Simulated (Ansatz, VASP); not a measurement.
# Two plane-wave programs on P

```
P
1.0
     3.30375    0.00000    0.00000
     0.00000    4.62738    0.00000
     0.00000    0.00000   27.91600
P
4
Direct
  0.50000 0.58893 0.34221
  0.00000 0.91107 0.34221
  0.50000 0.41107 0.26676
  0.00000 0.08893 0.26676
```

Change from the starting cell: species swapped into a sheet of the P type.

Alike in both runs: functional PBE; k mesh 8 × 6 × 1; occupations gaussian, width 0.02 eV; no spin polarisation.

Ansatz relaxed the structure, and its values are those at the end. VASP's run is a single point on that final structure, the one shown.

```csv
,VASP,Ansatz
version,VASP 6.6.1,Ansatz 0.2.0
potentials or method,"VASP PAW PBE potentials, release 64 (P), cutoff 520 eV","scalar-relativistic, plane waves, PAW"
valence electrons in the cell,20,20
```

VASP gave:

```
gap on the k mesh at the Fermi level (eV) : 0.92
least direct gap on the mesh (eV)         : 0.92
rms of the force components (eV/Å)        : 0.028
```

What did Ansatz give for the same quantities?

gap on the k mesh at the Fermi level (eV): 0.91; least direct gap on the mesh (eV): 0.91; rms of the force components (eV/Å): 0.000.

With one functional, cell and mesh, what is left measures potentials, basis and numerics.
